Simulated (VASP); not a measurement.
# CdSe (P4_2/mmc) in VASP: notebook

Runs on CdSe. Level: PBE. Tasks: single point.

All numbers are computed with VASP 6.6.1; they aren't measurements. Logs are shortened: lines on timing, memory, paths and dates and some standing lists are left out, and cuts for length are marked.

## Step 1: The cell of the first run

The structure is tetragonal, space group P4_2/mmc (No. 131). Conventional cell: a = 4.581 Å, b = 4.581 Å, c = 6.478 Å, α = 90.00°, β = 90.00°, γ = 90.00°. Cd (site symmetry mmm) has 4 Se at 2.81 Å within 3.7 Å. Se (site symmetry -4m2) has 4 Cd at 2.81 Å and 2 Se at 3.24 Å within 3.7 Å.

## Step 2: Single point, PBE

File INCAR:

```
  PREC = Accurate
  ENCUT = 520
  EDIFF = 1E-6
  ISMEAR = 0
  SIGMA = 0.1
  LREAL = F
  LASPH = T
  NELM = 100
  ALGO = Normal
  ISIF = 2
  LWAVE = F
  LCHARG = F
  GGA = PE
  NBANDS = 26
```

File KPOINTS:

```
regular mesh
0
Gamma
  4 4 4
```

File POSCAR:

```
CdSe
1.0
    4.5805458200      0.0000000000      0.0000000000
    0.0000000000      4.5805458200      0.0000000000
    0.0000000000      0.0000000000      6.4778700200
Cd Se
2 2
Direct
    0.0000000000      0.5000000000      0.0000000000
    0.5000000000      0.0000000000      0.5000000000
    0.5000000000      0.5000000000      0.2500000000
    0.5000000000      0.5000000000      0.7500000000
```

Potentials or basis: VASP PAW PBE potentials, release 64 (Cd, Se).

Run with:

```
cat potpaw_PBE.64/Cd/POTCAR potpaw_PBE.64/Se/POTCAR > POTCAR
mpirun -np 1 vasp_std > vasp.out
```

OUTCAR:

```text
PREC = Accurate
   ENCUT = 520
   EDIFF = 1E-6
   ISMEAR = 0
   LREAL = F
   LASPH = T
   NELM = 100
   ISIF = 2
   GGA = PE

 ion  position               nearest neighbor table
   1  0.000  0.500  0.000-   3 2.81   4 2.81   3 2.81   4 2.81
   2  0.500  0.000  0.500-   3 2.81   4 2.81   3 2.81   4 2.81
   3  0.500  0.500  0.250-   1 2.81   2 2.81   2 2.81   1 2.81
   4  0.500  0.500  0.750-   1 2.81   2 2.81   2 2.81   1 2.81

  LATTYP: Found a simple tetragonal cell.
 ALAT       =     4.5805458200
 C/A-ratio  =     1.4142135620

  Lattice vectors:

 A1 = (   4.5805458200,   0.0000000000,   0.0000000000)
 A2 = (   0.0000000000,   4.5805458200,   0.0000000000)
 A3 = (   0.0000000000,   0.0000000000,   6.4778700200)

Analysis of symmetry for initial positions (statically):
=====================================================================
 Subroutine PRICEL returns:
 Original cell was already a primitive cell.

 Routine SETGRP: Setting up the symmetry group for a
 simple tetragonal supercell.

 Subroutine GETGRP returns: Found 16 space group operations
 (whereof  8 operations were pure point group operations)
 out of a pool of 16 trial point group operations.

The static configuration has the point symmetry D_2h.
 The point group associated with its full space group is D_4h.

Analysis of symmetry for dynamics (positions and initial velocities):
=====================================================================
 Subroutine PRICEL returns:
 Original cell was already a primitive cell.

 Routine SETGRP: Setting up the symmetry group for a
 simple tetragonal supercell.

 Subroutine GETGRP returns: Found 16 space group operations
 (whereof  8 operations were pure point group operations)
 out of a pool of 16 trial point group operations.

The dynamic configuration has the point symmetry D_2h.
 The point group associated with its full space group is D_4h.

 Subroutine INISYM returns: Found 16 space group operations
 (whereof  8 operations are pure point group operations),
 and found     1 'primitive' translations

----------------------------------------------------------------------------------------

                                     Primitive cell

  volume of cell :     135.9148

  direct lattice vectors                    reciprocal lattice vectors
     4.580545820  0.000000000  0.000000000     0.218314594  0.000000000  0.000000000
     0.000000000  4.580545820  0.000000000     0.000000000  0.218314594  0.000000000
     0.000000000  0.000000000  6.477870020     0.000000000  0.000000000  0.154371730

  length of vectors
     4.580545820  4.580545820  6.477870020     0.218314594  0.218314594  0.154371730

  position of ions in fractional coordinates (direct lattice)
     0.000000000  0.500000000  0.000000000
     0.500000000  0.000000000  0.500000000
     0.500000000  0.500000000  0.250000000
     0.500000000  0.500000000  0.750000000

  ion indices of the primitive-cell ions
   primitive index   ion index
                 1           1
                 2           2
                 3           3
                 4           4

----------------------------------------------------------------------------------------

 KPOINTS: regular mesh

Automatic generation of k-mesh.
 Grid dimensions read from file:
 generate k-points for:    4    4    4

 Generating k-lattice:

  Cartesian coordinates                     Fractional coordinates (reciprocal lattice)
     0.054578648  0.000000000  0.000000000     0.250000000  0.000000000  0.000000000
     0.000000000  0.054578648  0.000000000     0.000000000  0.250000000  0.000000000
     0.000000000  0.000000000  0.038592932     0.000000000  0.000000000  0.250000000

  Length of vectors
     0.054578648  0.054578648  0.038592932

  Shift w.r.t. Gamma in fractional coordinates (k-lattice)
     0.000000000  0.000000000  0.000000000

 Subroutine IBZKPT returns following result:
 ===========================================

 Found     18 irreducible k-points:

 Following reciprocal coordinates:
            Coordinates               Weight
  0.000000  0.000000  0.000000      1.000000
  0.250000  0.000000  0.000000      4.000000
  0.500000  0.000000  0.000000      2.000000
  0.250000  0.250000  0.000000      4.000000
  0.500000  0.250000  0.000000      4.000000
  0.500000  0.500000  0.000000      1.000000
[... 10 lines left out ...]
  0.500000  0.250000  0.500000      4.000000
  0.500000  0.500000  0.500000      1.000000
   k-points           NKPTS =     18   k-points in BZ     NKDIM =     18   number of bands    NBANDS=     26
   number of dos      NEDOS =    301   number of ions     NIONS =      4
   total plane-waves  NPLWV =  62208
   dimension x,y,z NGX =    36 NGY =   36 NGZ =   48
   dimension x,y,z NGXF=    72 NGYF=   72 NGZF=   96
   ions per type =               2   2
   NGX,Y,Z   is equivalent  to a cutoff of  13.07, 13.07, 12.32 a.u.
   NGXF,Y,Z  is equivalent  to a cutoff of  26.13, 26.13, 24.64 a.u.
 SYSTEM =  unknown system
   PREC   = accura    normal or accurate (medium, high low for compatibility)
   ISTART =      0    job   : 0-new  1-cont  2-samecut
   ICHARG =      2    charge: 1-file 2-atom 10-const
   ISPIN  =      1    spin polarized calculation?
   LNONCOLLINEAR =      F non collinear calculations
   LSORBIT =      F    spin-orbit coupling
   LASPH  =      T    aspherical Exc in radial PAW
   ENCUT  =  520.0 eV  38.22 Ry    6.18 a.u.   8.52  8.52 12.04*2*pi/ulx,y,z
   NELM   =    100;   NELMIN=  2; NELMDL= -5     # of ELM steps
   EDIFF  = 0.1E-05   stopping-criterion for ELM
   LREAL  =      F    real-space projection
   EDIFFG = 0.1E-04   stopping-criterion for IOM
   NSW    =      0    number of steps for IOM
   IBRION =     -1    ionic relax: 0-MD 1-quasi-New 2-CG
   NFREE  =      0    steps in history (QN), initial steepest desc. (CG)
   ISIF   =      2    stress and relaxation
   ISYM   =      2    0-nonsym 1-usesym 2-fastsym
   POTIM  = 0.5000    time-step for ionic-motion
   TEBEG  =    0.0;   TEEND  =   0.0 temperature during run
   PSTRESS=    0.0 pullay stress
   NELECT =      36.0000    total number of electrons
   NUPDOWN=      -1.0000    fix difference up-down
   EMIN   =  10.00;   EMAX   =-10.00  energy-range for DOS
   EFERMI =   0.00;   METHOD = LEGACY
   ISMEAR =     0;   SIGMA  =   0.10  broadening in eV -4-tet -1-fermi 0-gaus
   EFERMI_NEDOS =   21; number of points for ismear=-14 and -15
   IALGO  =     38    algorithm
   IMIX   =      4    mixing-type and parameters
     AMIX     =   0.40;   BMIX     =  1.00
     AMIX_MAG =   1.60;   BMIX_MAG =  1.00
  volume/ion in A,a.u.               =      33.98       229.30
  Fermi-wavevector in a.u.,A,eV,Ry     =   1.051365  1.986791 15.039444  1.105368
  Thomas-Fermi vector in A             =   2.186405
   LORBIT       =      0    0 simple, 1 ext, 2 COOP (PROOUT), +10 PAW based schemes
   GGA     = PE    functional components
   LHFCALC =     F    Hartree Fock is set to
   AEXX    =    0.0000 exact exchange contribution
   IVDW    =     0    specifies the selected vdW correction
   LEPSILON=     F    determine dielectric tensor
   LRPA    =     F    only Hartree local field effects (RPA)
 non-spin polarized calculation
 Gauss-broadening in eV      SIGMA  =   0.10
  energy-cutoff  :      520.00
  volume of cell :      135.91
 maximum number of plane-waves:      3700
 NGX is ok and might be reduce to    36
   NGX = 17   NGY = 17   NGZ = 25

 number of electron      35.9999979 magnetization

 Free energy of the ion-electron system (eV)
  ---------------------------------------------------
  ext. energy  EPLUGINS =         0.00000000
  ---------------------------------------------------
  free energy    TOTEN  =        -9.10370510 eV

  energy without entropy =       -9.09619044  energy(sigma->0) =       -9.09994777

 E-fermi :   1.5564     XC(G=0):  -8.0459

 val. band max:        1.5534052884   @ k =   0.2500   0.0000   0.0000
 cond. band min:       1.6439633433   @ k =   0.5000   0.5000   0.2500
 fundamental gap:      0.0905580550
 Fermi energy:         1.5564251925

 k-point     1 :       0.0000    0.0000    0.0000
  band No.  band energies     occupation
      1     -12.4631      2.00000
      2     -11.1504      2.00000
      3      -7.9103      2.00000
      4      -7.8101      2.00000
      5      -7.8101      2.00000
      6      -7.6407      2.00000
[... 18 lines left out ...]
     25       6.3065      0.00000
     26       7.9467      0.00000

 k-point     2 :       0.2500    0.0000    0.0000
  band No.  band energies     occupation
      1     -12.3671      2.00000
      2     -11.2105      2.00000
      3      -7.8473      2.00000
      4      -7.7963      2.00000
      5      -7.6604      2.00000
      6      -7.6351      2.00000
[... 18 lines left out ...]
     25       6.9329      0.00000
     26       7.0940      0.00000

 k-point     3 :       0.5000    0.0000    0.0000
  band No.  band energies     occupation
      1     -12.2648      2.00000
      2     -11.2667      2.00000
      3      -7.7812      2.00000
      4      -7.7630      2.00000
      5      -7.6511      2.00000
      6      -7.6431      2.00000
[... 18 lines left out ...]
     25       7.5869      0.00000
     26       7.6351      0.00000

 k-point     4 :       0.2500    0.2500    0.0000
  band No.  band energies     occupation
      1     -12.2685      2.00000
      2     -11.2670      2.00000
      3      -7.8047      2.00000
      4      -7.7410      2.00000
      5      -7.6546      2.00000
      6      -7.6535      2.00000
[... 18 lines left out ...]
     25       7.3376      0.00000
     26       7.6590      0.00000
[... 322 lines left out ...]
      1     -11.8238      2.00000
      2     -11.8238      2.00000
      3      -7.7737      2.00000
      4      -7.7737      2.00000
      5      -7.6517      2.00000
      6      -7.6517      2.00000
[... 18 lines left out ...]
     25       7.8564      0.00000
     26       7.8565      0.00000

 k-point    17 :       0.5000    0.2500    0.5000
  band No.  band energies     occupation
      1     -11.8491      2.00000
      2     -11.7008      2.00000
      3      -7.7524      2.00000
      4      -7.7481      2.00000
      5      -7.7050      2.00000
      6      -7.6519      2.00000
[... 18 lines left out ...]
     25       8.0068      0.00000
     26       8.1765      0.00000

 k-point    18 :       0.5000    0.5000    0.5000
  band No.  band energies     occupation
      1     -11.7316      2.00000
      2     -11.7316      2.00000
      3      -7.7287      2.00000
      4      -7.7287      2.00000
      5      -7.6671      2.00000
      6      -7.6671      2.00000
[... 18 lines left out ...]
     25       8.7403      0.00000
     26       8.7403      0.00000

------------------------ aborting loop because EDIFF is reached ----------------------------------------

  FORCE on cell =-STRESS in cart. coord.  units (eV):
  Direction    XX          YY          ZZ          XY          YZ          ZX
  --------------------------------------------------------------------------------------
  -------------------------------------------------------------------------------------
  Total       -1.9503624     -1.9503624      3.5500111     -0.0000000      0.0000000      0.0000000
  in kB      -22.9910710    -22.9910710     41.8478935     -0.0000000      0.0000000      0.0000000
  external PRESSURE =      -1.3780829 kB  Pullay stress =       0.0000000 kB

 VOLUME and BASIS-vectors are now :
 -----------------------------------------------------------------------------
  energy-cutoff  :      520.00
  volume of cell :      135.91
      direct lattice vectors                 reciprocal lattice vectors
     4.580545820  0.000000000  0.000000000     0.218314594  0.000000000  0.000000000
     0.000000000  4.580545820  0.000000000     0.000000000  0.218314594  0.000000000
     0.000000000  0.000000000  6.477870020     0.000000000  0.000000000  0.154371730

 POSITION                                       TOTAL-FORCE (eV/Angst)
 -----------------------------------------------------------------------------------
      0.00000      2.29027      0.00000         0.000000     -0.000000      0.000000
      2.29027      0.00000      3.23894         0.000000     -0.000000      0.000000
      2.29027      2.29027      1.61947         0.000000     -0.000000      0.000000
      2.29027      2.29027      4.85840         0.000000      0.000000     -0.000000
 -----------------------------------------------------------------------------------
    total drift:                                0.000000      0.000000      0.000000

  FREE ENERGIE OF THE ION-ELECTRON SYSTEM (eV)
  ---------------------------------------------------
  free  energy   TOTEN  =        -9.1037051003 eV

  energy  without entropy=       -9.0961904436  energy(sigma->0) =       -9.09994777
```

It took 34 s on 1 thread of AMD EPYC 9R45 (Zen 5), shared host; peak memory 0.22 GiB.

What came out:

```yaml
Free_energy: -9.1037 eV
Pressure: -0.1 GPa
Band_gap_on_the_k_mesh: zero (band 18 reaches 1.91 eV, above the bottom of band 19 at 1.13 eV)
```

Stress tensor (GPa, compression positive):
```
-2.30  0.00  0.00
 0.00 -2.30  0.00
 0.00  0.00  4.18
```

## Step 3: Single point, PBE

This run uses another cell than the first one, of 30.83 Å³/atom, 0.907 times its volume.

File INCAR:

```
ALGO     = Normal         # electronic algorithm
EDIFF    = 1E-7           # SCF threshold, eV
ENCUT    = 520            # plane-wave cutoff, eV
GGA      = PE             # functional
ISIF     = 2              # what is computed and relaxed
ISMEAR   = 0              # smearing method
LASPH    = T              # aspherical terms in the spheres
LCHARG   = F              # write CHGCAR
LREAL    = F              # projectors in reciprocal space
LWAVE    = F              # write WAVECAR
NBANDS   = 26             # bands
NELM     = 60             # most SCF steps
PREC     = Accurate       # precision mode
SIGMA    = 0.1            # smearing width, eV
```

File KPOINTS:

```
k-points
0
Gamma
  10 10 8
```

File POSCAR:

```
CdSe
1.0
    4.0942907392      0.0000000000      0.0000000000
    0.0000000000      4.0942907392      0.0000000000
    0.0000000000      0.0000000000      7.3563012822
Cd Se
2 2
Direct
    0.0000000000      0.5000000000      0.0000000000
    0.5000000000      0.0000000000      0.5000000000
    0.5000000000      0.5000000000      0.2500000000
    0.5000000000      0.5000000000      0.7500000000
```

Potentials or basis: VASP PAW PBE potentials, release 64 (Cd, Se).

Run with:

```
cat potpaw_PBE.64/Cd/POTCAR potpaw_PBE.64/Se/POTCAR > POTCAR
mpirun -np 1 vasp_std > vasp.out
```

Wall time 2.3 min (1 thread of AMD EPYC 9R45 (Zen 5), shared host); peak memory 0.38 GiB.

Results (log left out):

```yaml
Free_energy: -9.7655 eV
Pressure: 0.2 GPa
Band_gap_on_the_k_mesh: zero (band 18 reaches 1.56 eV, above the bottom of band 19 at 0.90 eV)
```

Stress tensor (GPa, compression positive):
```
0.20 0.00 0.00
0.00 0.20 0.00
0.00 0.00 0.30
```

Levels at points of the mesh, in eV from the Fermi level:
```
           k point  band 16  band 17  band 18  band 19  band 20  band 21
(0.00, 0.00, 0.00)    -1.27    -0.97    -0.43    -0.43     2.93     3.29
(0.50, 0.00, 0.00)    -1.52    -0.48    -0.32     0.03     1.45     3.81
(0.50, 0.50, 0.00)    -2.81    -2.81     0.23     0.67     2.00     2.00
(0.00, 0.00, 0.50)    -1.61    -0.95    -0.95     1.30     1.30     4.49
(0.50, 0.00, 0.50)    -2.97    -1.45    -0.46     1.93     2.04     2.80
(0.50, 0.50, 0.50)    -2.97    -2.16    -2.16     1.42     1.42     2.75
```

## Step 4: Single point, PBE

This run uses another cell than the first one, of 30.83 Å³/atom, 0.907 times its volume.

File INCAR:

```
SYSTEM = CdSe
ALGO = Normal
EDIFF = 1E-6
ENCUT = 520
GGA = PE
ISIF = 2
ISMEAR = 0
LASPH = .True.
LCHARG = .True.
LELF = .True.
LREAL = .False.
LVHAR = .True.
LWAVE = .False.
NBANDS = 26
NELM = 80
PREC = Accurate
SIGMA = 0.1
```

File KPOINTS:

```
k-points
0
Gamma
  12 12 6
  0 0 0
```

POSCAR is that of step 3.

Run with:

```
cat potpaw_PBE.64/Cd/POTCAR potpaw_PBE.64/Se/POTCAR > POTCAR
mpirun -np 1 vasp_std > vasp.out
```

Run time: 2.5 min. Hardware: 1 thread of AMD EPYC 9R45 (Zen 5), shared host; peak memory 0.4 GiB.

Results (log left out):

| Item | Value |
| --- | --- |
| Free energy | -9.7665 eV |
| Pressure | 0.2 GPa |
| Band gap on the k mesh | zero (band 18 reaches 1.56 eV, above the bottom of band 19 at 0.90 eV) |

Stress tensor (GPa, compression positive):
```
0.18 0.00 0.00
0.00 0.18 0.00
0.00 0.00 0.29
```

Levels at points of the mesh, in eV from the Fermi level:
| k point | band 14 | band 15 | band 16 | band 17 | band 18 | band 19 | band 20 | band 21 | band 22 | band 23 |
| --- | --- | --- | --- | --- | --- | --- | --- | --- | --- | --- |
| (0.00, 0.00, 0.00) | -1.98 | -1.98 | -1.30 | -1.00 | -0.46 | -0.46 | 2.90 | 3.26 | 4.98 | 4.98 |
| (0.50, 0.00, 0.00) | -4.54 | -3.10 | -1.56 | -0.52 | -0.36 | 0.00 | 1.42 | 3.78 | 5.22 | 5.62 |
| (0.50, 0.50, 0.00) | -4.16 | -3.95 | -2.84 | -2.84 | 0.19 | 0.64 | 1.97 | 1.97 | 2.80 | 4.97 |
| (0.00, 0.00, 0.50) | -4.07 | -1.64 | -1.64 | -0.98 | -0.98 | 1.26 | 1.26 | 4.46 | 4.46 | 6.47 |
| (0.50, 0.00, 0.50) | -3.73 | -3.04 | -3.00 | -1.48 | -0.49 | 1.89 | 2.01 | 2.77 | 4.37 | 5.69 |
| (0.50, 0.50, 0.50) | -4.10 | -3.00 | -3.00 | -2.19 | -2.19 | 1.39 | 1.39 | 2.72 | 2.72 | 5.46 |

## Step 5: The runs side by side

```tsv
cell	k mesh	gap on the mesh (eV)	pressure (GPa)
a = 4.581, b = 4.581, c = 6.478 Å, 4 atoms	4 × 4 × 4	none	-0.1
a = 4.094, b = 4.094, c = 7.356 Å, 4 atoms	10 × 10 × 8	none	0.2
a = 4.094, b = 4.094, c = 7.356 Å, 4 atoms	12 × 12 × 6	none	0.2
```

Alike in all rows: task single point; level PBE; potentials or basis VASP PAW PBE potentials, release 64 (Cd, Se); no spin polarisation; cutoff (eV) 520; smearing gaussian 0.1 eV.

Absolute energies hang on the potentials; compare differences alone.
